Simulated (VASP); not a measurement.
# Gd (P6_3/mmc) in VASP: further runs

Runs on Gd. Level: LDA. Tasks: single point.

Everything below comes from runs of VASP 6.6.1. Logs are shortened: lines on timing, memory, paths and dates and some standing lists are left out, and cuts for length are marked.

## Step 1: The cell of the first run

It takes space group P6_3/mmc (No. 194, hexagonal). Conventional cell: a = 3.386 Å, b = 3.386 Å, c = 5.363 Å, α = 90.00°, β = 90.00°, γ = 120.00°. Gd (site symmetry -6m2) has 12 Gd at 3.32 to 3.39 Å within 4.4 Å.

## Step 2: Single point, LDA, collinear spin, antiferromagnetic start (26.62 Å³/atom)

Input file INCAR:

```
  PREC = Accurate
  ENCUT = 520
  EDIFF = 1E-6
  ISMEAR = -1
  SIGMA = 0.05
  LREAL = False
  LASPH = True
  NELM = 150
  ALGO = Normal
  ISIF = 2
  LWAVE = False
  LCHARG = True
  ISPIN = 2
  MAGMOM = 7.151 -7.151
  LORBIT = 11
  LMAXMIX = 6
  GGA = CA
  LELF = True
  LVHAR = True
  NBANDS = 29
```

Input file KPOINTS:

```
Automatic mesh
0
Gamma
  14 14 8
```

Input file POSCAR:

```
Gd
1.0
    3.3859119013      0.0000000000      0.0000000000
   -1.6929559507      2.9322857215      0.0000000000
    0.0000000000      0.0000000000      5.3627991391
Gd
2
Direct
    0.3333333333      0.6666666667      0.2500000000
    0.6666666667      0.3333333333      0.7500000000
```

Potentials or basis: VASP PAW PBE potentials, release 64 (Gd).

The run is started by

```console
cat potpaw_PBE.64/Gd/POTCAR > POTCAR
mpirun -np 1 vasp_std > vasp.out
```

OUTCAR:

```text
PREC = Accurate
   ENCUT = 520
   EDIFF = 1E-6
   ISMEAR = -1
   LREAL = False
   LASPH = True
   NELM = 150
   ISIF = 2
   ISPIN = 2
   LORBIT = 11
   GGA = CA

 ion  position               nearest neighbor table
   1  0.333  0.667  0.250-   2 3.32   2 3.32   2 3.32   2 3.32   2 3.32   2 3.32
   2  0.667  0.333  0.750-   1 3.32   1 3.32   1 3.32   1 3.32   1 3.32   1 3.32

  LATTYP: Found a hexagonal cell.
 ALAT       =     3.3859119013
 C/A-ratio  =     1.5838566671

  Lattice vectors:

 A1 = (   3.3859119013,   0.0000000000,   0.0000000000)
 A2 = (  -1.6929559507,   2.9322857215,   0.0000000000)
 A3 = (   0.0000000000,   0.0000000000,   5.3627991391)

Analysis of symmetry for initial positions (statically):
=====================================================================
 Subroutine PRICEL returns:
 Original cell was already a primitive cell.

 Routine SETGRP: Setting up the symmetry group for a
 hexagonal supercell.

 Subroutine GETGRP returns: Found 24 space group operations
 (whereof 12 operations were pure point group operations)
 out of a pool of 24 trial point group operations.

The static configuration has the point symmetry D_3d.
 The point group associated with its full space group is D_6h.

Analysis of symmetry for dynamics (positions and initial velocities):
=====================================================================
 Subroutine PRICEL returns:
 Original cell was already a primitive cell.

 Routine SETGRP: Setting up the symmetry group for a
 hexagonal supercell.

 Subroutine GETGRP returns: Found 24 space group operations
 (whereof 12 operations were pure point group operations)
 out of a pool of 24 trial point group operations.

The dynamic configuration has the point symmetry D_3d.
 The point group associated with its full space group is D_6h.

Analysis of structural, dynamic, and magnetic symmetry:
=====================================================================
 Subroutine PRICEL returns:
 Original cell was already a primitive cell.

 Routine SETGRP: Setting up the symmetry group for a
 hexagonal supercell.

 Subroutine GETGRP returns: Found 24 space group operations
 (whereof 12 operations were pure point group operations)
 out of a pool of 24 trial point group operations.

The overall configuration has the point symmetry D_3d.
 The point group associated with its full space group is D_6h.

 Subroutine INISYM returns: Found 24 space group operations
 (whereof 12 operations are pure point group operations),
 and found     1 'primitive' translations
[... 113 lines left out ...]
   IMIX   =      4    mixing-type and parameters
     AMIX     =   0.40;   BMIX     =  1.00
     AMIX_MAG =   1.60;   BMIX_MAG =  1.00
  volume/ion in A,a.u.               =      26.62       179.66
  Fermi-wavevector in a.u.,A,eV,Ry     =   1.436871  2.715293 28.090573  2.064599
  Thomas-Fermi vector in A             =   2.556012
   LORBIT       =     11    0 simple, 1 ext, 2 COOP (PROOUT), +10 PAW based schemes
   GGA     = CA    functional components
   LHFCALC =     F    Hartree Fock is set to
   AEXX    =    0.0000 exact exchange contribution
   IVDW    =     0    specifies the selected vdW correction
   LEPSILON=     F    determine dielectric tensor
   LRPA    =     F    only Hartree local field effects (RPA)
 spin polarized calculation
  energy-cutoff  :      520.00
  volume of cell :       53.24
 maximum number of plane-waves:      1456
 NGX is ok and might be reduce to    28
   NGX = 13   NGY = 13   NGZ = 19

 number of electron      35.9999994 magnetization      -0.0000000

 number of electron      35.9999994 magnetization       0.0000000

 Free energy of the ion-electron system (eV)
  ---------------------------------------------------
  ext. energy  EPLUGINS =         0.00000000
  ---------------------------------------------------
  free energy    TOTEN  =       -23.35821715 eV

  energy without entropy =      -23.33583733  energy(sigma->0) =      -23.34702724

 E-fermi :   3.7428     XC(G=0): -11.2711

 val. band max:        3.7409675198   @ k =   0.1429   0.0714   0.2500
 cond. band min:       3.7436531218   @ k =   0.4286   0.0714   0.2500
 fundamental gap:      0.0026856020
 Fermi energy:         3.7428319356

 spin component 1

 k-point     1 :       0.0000    0.0000    0.0000
  band No.  band energies     occupation
      1     -40.6127      1.00000
      2     -37.7373      1.00000
      3     -18.5521      1.00000
      4     -17.7575      1.00000
      5     -17.7575      1.00000
      6     -15.9329      1.00000
[... 757 lines left out ...]
     28       5.7764      0.00000
     29       7.0471      0.00000

 [... further k-points ...]

 spin component 2

 k-point     1 :       0.0000    0.0000    0.0000
  band No.  band energies     occupation
      1     -40.6127      1.00000
      2     -37.7373      1.00000
      3     -18.5521      1.00000
      4     -17.7575      1.00000
      5     -17.7575      1.00000
      6     -15.9329      1.00000
[... 757 lines left out ...]
     28       5.7764      0.00000
     29       7.0471      0.00000

 [... further k-points ...]
[... 5 lines left out ...]
  --------------------------------------------------------------------------------------
  -------------------------------------------------------------------------------------
  Total        1.3994339      1.3994339      1.3394050     -0.0000000      0.0000000     -0.0000000
  in kB       42.1104137     42.1104137     40.3040806     -0.0000000      0.0000000     -0.0000000
  external PRESSURE =      41.5083027 kB  Pullay stress =       0.0000000 kB

 VOLUME and BASIS-vectors are now :
 -----------------------------------------------------------------------------
  energy-cutoff  :      520.00
  volume of cell :       53.24
      direct lattice vectors                 reciprocal lattice vectors
     3.385911901  0.000000000  0.000000000     0.295341411  0.170515443  0.000000000
    -1.692955951  2.932285721  0.000000000     0.000000000  0.341030887  0.000000000
     0.000000000  0.000000000  5.362799139     0.000000000  0.000000000  0.186469785

 POSITION                                       TOTAL-FORCE (eV/Angst)
 -----------------------------------------------------------------------------------
     -0.00000      1.95486      1.34070         0.000000     -0.000000      0.000000
      1.69296      0.97743      4.02210        -0.000000      0.000000      0.000000
 -----------------------------------------------------------------------------------
    total drift:                               -0.000000      0.000000     -0.000000

  FREE ENERGIE OF THE ION-ELECTRON SYSTEM (eV)
  ---------------------------------------------------
  free  energy   TOTEN  =       -23.3582171494 eV

  energy  without entropy=      -23.3358373300  energy(sigma->0) =      -23.34702724

 total charge

# of ion       s       p       d       f       tot
--------------------------------------------------
    1        2.086   5.514   0.697   7.023  15.321
    2        2.086   5.514   0.697   7.023  15.321
--------------------------------------------------
tot          4.172  11.027   1.395  14.047  30.641

 magnetization (x)

# of ion       s       p       d       f       tot
--------------------------------------------------
    1        0.011  -0.048   0.176   6.732   6.872
    2       -0.011   0.048  -0.176  -6.732  -6.872
--------------------------------------------------
tot          0.000   0.000  -0.000  -0.000  -0.000
```

OSZICAR:

```text
N       E                     dE             d eps       ncg     rms          rms(c)
DAV:   1     0.234325184135E+03    0.23433E+03   -0.11345E+04 19846   0.592E+03
DAV:   2     0.313589732887E+02   -0.20297E+03   -0.18502E+03 19167   0.453E+02
DAV:   3    -0.121762939371E+02   -0.43535E+02   -0.41532E+02 23024   0.183E+02
[... 20 lines left out ...]
DAV:  24    -0.233582218375E+02    0.70444E-05   -0.61623E-06 17530   0.606E-02    0.456E-01
DAV:  25    -0.233582259884E+02   -0.41509E-05   -0.24033E-06 14329   0.361E-02    0.780E-02
DAV:  26    -0.233582245678E+02    0.14206E-05   -0.86450E-07 10065   0.371E-02    0.158E-01
DAV:  27    -0.233582181059E+02    0.64620E-05   -0.13953E-05 21169   0.850E-02    0.846E-02
DAV:  28    -0.233582171494E+02    0.95647E-06   -0.11495E-06  9557   0.227E-02
   1 F= -.23358217E+02 E0= -.23347027E+02  d E =-.223798E-01  mag=    -0.0000
```

Run time: 22 min. Hardware: 1 thread of Intel Xeon 8259CL, shared host; peak memory 0.38 GiB.

Results:

| Item | Value |
| --- | --- |
| Free energy | -23.3582 eV |
| Pressure | 4.2 GPa |
| Band gap on the k mesh | zero (filled and empty bands overlap) |
| Net moment | 0.00 μB per cell |
| Site moments | Gd +6.87, -6.87 μB |
| Valence electrons inside the program's atomic spheres | Gd 15.32 |

Levels at points of the mesh, in eV from the Fermi level:
Spin up:
```csv
k point,band 16,band 17,band 18,band 19,band 20,band 21
"(0.00, 0.00, 0.00)",-3.95,-2.32,0.45,0.60,0.67,0.67
"(0.50, 0.00, 0.00)",-2.05,-1.49,-1.28,0.62,0.63,0.68
"(0.00, 0.00, 0.50)",-3.18,-2.67,0.21,0.46,0.72,0.72
"(0.50, 0.00, 0.50)",-2.23,-2.04,-0.49,0.13,0.67,0.68
```
Spin down:
```csv
k point,band 16,band 17,band 18,band 19,band 20,band 21
"(0.00, 0.00, 0.00)",-3.95,-2.32,0.45,0.60,0.67,0.67
"(0.50, 0.00, 0.00)",-2.05,-1.49,-1.28,0.62,0.63,0.68
"(0.00, 0.00, 0.50)",-3.18,-2.67,0.21,0.46,0.72,0.72
"(0.50, 0.00, 0.50)",-2.23,-2.04,-0.49,0.13,0.67,0.68
```

Caveat: the cell stands under pressure; the PAW data sets were made with another functional, which shifts forces and pressure a little; spin-orbit coupling is left out, which moves the levels of the heavy elements; semilocal functionals describe open f shells poorly, which spoils levels, moments and volumes. The state reached can hang on the start; a lower one may exist.

## Step 3: Single point, LDA, collinear spin, ferromagnetic start

This run uses another cell than the first one, of 29.37 Å³/atom.

Input file INCAR:

```
  PREC = Accurate
  ENCUT = 520
  EDIFF = 1E-6
  ISMEAR = 1
  SIGMA = 1.0
  LREAL = F
  LASPH = T
  NELM = 150
  ALGO = Normal
  ISIF = 2
  LWAVE = F
  LCHARG = F
  ISPIN = 2
  MAGMOM = 7.214 7.214
  LORBIT = 11
  LMAXMIX = 6
  GGA = CA
  NBANDS = 29
```

Input file KPOINTS:

```
Automatic mesh
0
Gamma
  10 10 6
```

Input file POSCAR:

```
Gd
1.0
    3.4841536640      0.0000000000      0.0000000000
   -1.7420768320      3.0173655837      0.0000000000
    0.0000000000      0.0000000000      5.5867162136
Gd
2
Direct
    0.3333333333      0.6666666667      0.2500000000
    0.6666666667      0.3333333333      0.7500000000
```

Potentials or basis: VASP PAW PBE potentials, release 64 (Gd).

The run is started by

```console
cat potpaw_PBE.64/Gd/POTCAR > POTCAR
mpirun -np 1 vasp_std > vasp.out
```

Wall time 7.1 min (1 thread of Intel Xeon 6975P-C (Granite Rapids), shared host); peak memory 0.27 GiB.

Results (log left out):

```yaml
Free_energy: -23.1019 eV
Pressure: 0.0 GPa
Net_moment: 14.31 μB per cell
Site_moments: Gd +6.79 μB
Valence_electrons_inside_the_program's_atomic_spheres: Gd 15.27
```

Stress tensor (GPa, compression positive):
```
 0.08  0.00  0.00
 0.00  0.08  0.00
 0.00  0.00 -0.24
```

Levels at points of the mesh, in eV from the Fermi level:
Spin up:
| k point | band 23 | band 24 | band 25 | band 26 | band 27 | band 28 |
| --- | --- | --- | --- | --- | --- | --- |
| (0.00, 0.00, 0.00) | -3.82 | -2.45 | 1.57 | 1.57 | 1.71 | 1.82 |
| (0.50, 0.00, 0.00) | -1.94 | -1.87 | -1.37 | 0.55 | 1.28 | 1.50 |
| (0.00, 0.00, 0.50) | -3.34 | -3.34 | 0.77 | 0.77 | 1.48 | 1.48 |
| (0.50, 0.00, 0.50) | -2.21 | -2.21 | -0.35 | -0.35 | 2.27 | 2.27 |
Spin down:
| k point | band 7 | band 8 | band 9 | band 10 | band 11 | band 12 | band 13 | band 14 |
| --- | --- | --- | --- | --- | --- | --- | --- | --- |
| (0.00, 0.00, 0.00) | -19.35 | -19.32 | -4.39 | -1.82 | 0.51 | 0.58 | 0.64 | 0.75 |
| (0.50, 0.00, 0.00) | -19.64 | -19.49 | -1.27 | -1.25 | -0.81 | 0.57 | 0.65 | 0.74 |
| (0.00, 0.00, 0.50) | -19.44 | -19.44 | -2.68 | -2.68 | 0.37 | 0.37 | 0.67 | 0.67 |
| (0.50, 0.00, 0.50) | -19.65 | -19.65 | -1.62 | -1.62 | 0.10 | 0.10 | 0.70 | 0.70 |

Caveat: so wide a smearing shifts energies and pressures; the PAW data sets were made with another functional, which shifts forces and pressure a little; spin-orbit coupling is left out, which moves the levels of the heavy elements; semilocal functionals describe open f shells poorly, which spoils levels, moments and volumes. The state reached can hang on the start; a lower one may exist.

## Step 4: Single point, LDA, collinear spin, ferromagnetic start

This run uses another cell than the first one, of 29.37 Å³/atom.

Input file INCAR:

```
SYSTEM = Gd
PREC = Accurate
ENCUT = 520
EDIFF = 1E-6
ISMEAR = -1
SIGMA = 0.05
LREAL = .False.
LASPH = .True.
NELM = 150
ALGO = Normal
ISIF = 2
LWAVE = .False.
LCHARG = .False.
ISPIN = 2
MAGMOM = 7.214 7.214
LORBIT = 11
LMAXMIX = 6
GGA = CA
NBANDS = 29
```

Input file KPOINTS:

```
Automatic mesh
0
Gamma
  11 11 6
  0 0 0
```

POSCAR is that of step 3.

The run is started by

```console
cat potpaw_PBE.64/Gd/POTCAR > POTCAR
mpirun -np 1 vasp_std > vasp.out
```

Run time: 7.7 min. Hardware: 1 thread of Intel Xeon 6975P-C (Granite Rapids), shared host; peak memory 0.29 GiB.

The run converged. Its results:

```yaml
Free_energy: -23.3544 eV
Pressure: -0.1 GPa
Net_moment: 14.61 μB per cell
Site_moments: Gd +6.88 μB
Valence_electrons_inside_the_program's_atomic_spheres: Gd 15.26
```

Stress tensor (GPa, compression positive):
```
-0.18  0.00  0.00
 0.00 -0.18  0.00
 0.00  0.00 -0.08
```

Levels at points of the mesh, in eV from the Fermi level:
Spin up:
```tsv
k point	band 23	band 24	band 25	band 26	band 27	band 28
(0.00, 0.00, 0.00)	-4.11	-2.50	1.51	1.51	1.65	1.78
(0.00, 0.00, 0.50)	-3.39	-3.39	0.71	0.71	1.43	1.43
```
Spin down:
```csv
k point,band 6,band 7,band 8,band 9,band 10,band 11,band 12,band 13,band 14,band 15
"(0.00, 0.00, 0.00)",-19.44,-19.44,-19.40,-4.36,-1.80,0.31,0.37,0.43,0.53,0.53
"(0.00, 0.00, 0.50)",-19.52,-19.52,-19.52,-2.66,-2.66,0.20,0.20,0.47,0.47,0.51
```

Caveat: the PAW data sets were made with another functional, which shifts forces and pressure a little; spin-orbit coupling is left out, which moves the levels of the heavy elements; semilocal functionals describe open f shells poorly, which spoils levels, moments and volumes.

## Step 5: Single point, LDA, collinear spin, ferromagnetic start (25.84 Å³/atom)

This run uses another cell than the first one, of 25.84 Å³/atom.

Input file INCAR:

```
SYSTEM = Gd
PREC = Accurate ; ENCUT = 520
EDIFF = 1E-6 ; ISMEAR = -1
SIGMA = 0.05 ; LREAL = .False.
LASPH = .True. ; NELM = 150
ALGO = Normal ; ISIF = 2
LWAVE = .False. ; LCHARG = .False.
ISPIN = 2 ; MAGMOM = 7.214 7.214
LORBIT = 11 ; LMAXMIX = 6
GGA = CA ; NBANDS = 29
```

Input file KPOINTS:

```
Automatic mesh
0
Gamma
  14 14 8
  0 0 0
```

Input file POSCAR:

```
Gd
1.0
    3.3388086117      0.0000000000      0.0000000000
   -1.6694043058      2.8914930761      0.0000000000
    0.0000000000      0.0000000000      5.3536606113
Gd
2
Direct
    0.3333333333      0.6666666667      0.2500000000
    0.6666666667      0.3333333333      0.7500000000
```

The run is started by

```console
cat potpaw_PBE.64/Gd/POTCAR > POTCAR
mpirun -np 1 vasp_std > vasp.out
```

Run time: 9.4 min. Hardware: 1 thread of Intel Xeon Platinum 8488C (Sapphire Rapids), shared host; peak memory 0.37 GiB.

It converged, with:

| Item | Value |
| --- | --- |
| Free energy | -23.2376 eV |
| Pressure | 5.7 GPa |
| Net moment | 14.40 μB per cell |
| Site moments | Gd +6.85 μB |
| Valence electrons inside the program's atomic spheres | Gd 15.34 |

Stress tensor (GPa, compression positive):
```
5.61 0.00 0.00
0.00 5.61 0.00
0.00 0.00 5.98
```

Levels at points of the mesh, in eV from the Fermi level:
Spin up:
| k point | band 23 | band 24 | band 25 | band 26 | band 27 | band 28 |
| --- | --- | --- | --- | --- | --- | --- |
| (0.00, 0.00, 0.00) | -3.86 | -2.70 | 1.60 | 1.60 | 1.77 | 2.44 |
| (0.50, 0.00, 0.00) | -2.27 | -2.00 | -1.65 | 1.03 | 1.27 | 1.75 |
| (0.00, 0.00, 0.50) | -3.28 | -3.28 | 0.87 | 0.87 | 1.50 | 1.50 |
| (0.50, 0.00, 0.50) | -2.48 | -2.48 | -0.54 | -0.54 | 2.95 | 2.95 |
Spin down:
| k point | band 8 | band 9 | band 10 | band 11 | band 12 | band 13 | band 14 | band 15 |
| --- | --- | --- | --- | --- | --- | --- | --- | --- |
| (0.00, 0.00, 0.00) | -19.02 | -4.41 | -2.02 | 0.38 | 0.48 | 0.56 | 0.68 | 0.68 |
| (0.50, 0.00, 0.00) | -19.27 | -1.61 | -1.30 | -1.08 | 0.47 | 0.60 | 0.69 | 0.72 |
| (0.00, 0.00, 0.50) | -19.19 | -2.54 | -2.54 | 0.24 | 0.24 | 0.61 | 0.61 | 0.66 |
| (0.50, 0.00, 0.50) | -19.49 | -1.87 | -1.87 | -0.11 | -0.11 | 0.65 | 0.65 | 0.70 |

Caveat: the cell stands under pressure; the PAW data sets were made with another functional, which shifts forces and pressure a little; spin-orbit coupling is left out, which moves the levels of the heavy elements; semilocal functionals describe open f shells poorly, which spoils levels, moments and volumes. The state reached can hang on the start; a lower one may exist.

## Step 6: Overview

```csv
spin,cell,k mesh,smearing,gap on the mesh (eV),pressure (GPa),moment (μB)
"collinear, antiferromagnetic start","a = 3.386, b = 3.386, c = 5.363 Å, angles 90.0, 90.0, 120.0°, 2 atoms",14 × 14 × 8,fermi-dirac 0.05 eV,none,4.2,0.00
"collinear, ferromagnetic start","a = 3.484, b = 3.484, c = 5.587 Å, angles 90.0, 90.0, 120.0°, 2 atoms",10 × 10 × 6,methfessel-paxton 1 eV,none,0.0,14.31
"collinear, ferromagnetic start","a = 3.484, b = 3.484, c = 5.587 Å, angles 90.0, 90.0, 120.0°, 2 atoms",11 × 11 × 6,fermi-dirac 0.05 eV,none,-0.1,14.61
"collinear, ferromagnetic start","a = 3.339, b = 3.339, c = 5.354 Å, angles 90.0, 90.0, 120.0°, 2 atoms",14 × 14 × 8,fermi-dirac 0.05 eV,none,5.7,14.40
```

Alike in all rows: task single point; level LDA; potentials or basis VASP PAW PBE potentials, release 64 (Gd); cutoff (eV) 520.

Caveats: the PAW data sets were made with another functional, which shifts forces and pressure a little; spin-orbit coupling is left out, which moves the levels of the heavy elements; semilocal functionals describe open f shells poorly, which spoils levels, moments and volumes; the cell stands under pressure (at least some runs); so wide a smearing shifts energies and pressures (at least some runs).

Absolute energies hang on the potentials; compare differences alone.
